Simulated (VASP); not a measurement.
Here is a VASP 6.6.1 calculation.

File POSCAR:

```
Pt
1.0
    2.8986988966      0.0000000000      0.0000000000
   -1.4493494483      2.5103468823      0.0000000000
    0.0000000000      0.0000000000      4.9119373500
Pt
2
Direct
    0.6666666667      0.3333333333      0.7500000000
    0.3333333333      0.6666666667      0.2500000000
```

INCAR.step1

```
SYSTEM = Pt
PREC = Accurate ; ENCUT = 520
ISMEAR = 0 ; SIGMA = 0.15
LREAL = .False. ; LASPH = .True.
NELM = 60 ; NBANDS = 17
GGA = PE ; ALGO = Normal
EDIFF = 1E-4 ; LWAVE = .True.
LCHARG = .False.
```

The input INCAR.step2:

```
SYSTEM = Pt
PREC = Accurate ; ENCUT = 520
EDIFF = 1E-6 ; ISMEAR = 0
SIGMA = 0.15 ; LREAL = .False.
LASPH = .True. ; NELM = 60
ALGO = Normal ; ISIF = 2
LWAVE = .False. ; LCHARG = .True.
METAGGA = R2SCAN ; LMIXTAU = .True.
LELF = .True. ; LVHAR = .True.
NBANDS = 17 ; ISTART = 1
```

File KPOINTS:

```
Automatic mesh
0
Gamma
  18 18 10
  0 0 0
```

Potentials or basis: VASP PAW PBE potentials, release 64 (Pt).

Launch:

```console
$ cat potpaw_PBE.64/Pt/POTCAR > POTCAR
$ cp INCAR.step1 INCAR
$ mpirun -np 1 vasp_std > vasp.out
$ cp INCAR.step2 INCAR
$ mpirun -np 1 vasp_std > vasp.out
```

(1) Estimate the band gap on the k mesh.

(2) Estimate the pressure.

## Answers

(1) zero (bands 10 and 11 overlap by 1.06 eV).

(2) -26.1 GPa.

Caveat: the cell differs from its parent crystal (strain +0.050 along x and y, +0.025 along z); the stress differs along the axes, from -28 to -22 GPa; the PAW data sets were made with another functional, which shifts forces and pressure a little; spin-orbit coupling is left out, which moves the levels of the heavy elements.
